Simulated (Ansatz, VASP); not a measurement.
## Sb: VASP beside Ansatz

```
Sb
1.0
     3.12784    0.00000    0.00000
     0.00000    3.12784    0.00000
     0.00000    0.00000    3.11498
Sb
1
Direct
  0.50000 0.50000 0.50000
```

Alike in both runs: functional PBE; k mesh 6 × 6 × 6; occupations gaussian, width 0.1 eV; no spin polarisation.

Ansatz relaxed the structure, and its values are those at the end. VASP's run is a single point on that final structure, the one shown.

```csv
,VASP,Ansatz
version,VASP 6.6.1,Ansatz 0.2.0
potentials or method,"VASP PAW PBE potentials, release 64 (Sb), cutoff 520 eV","scalar-relativistic, plane waves, PAW"
valence electrons in the cell,5,15
```

|  | VASP | Ansatz | Ansatz less VASP |
| --- | --- | --- | --- |
| gap on the k mesh at the Fermi level (eV) | none | none | - |
| pressure (GPa) | 0.1 | 0.1 | +0.04 |

A gap of «none» marks a metal or a gap that the smearing closes. With one functional, cell and mesh, what is left measures potentials, basis and numerics. VASP's potentials hold 5 valence electrons a cell and Ansatz's 15, so a difference there can come from the potentials and not from the codes.

Spin-orbit coupling is off throughout.
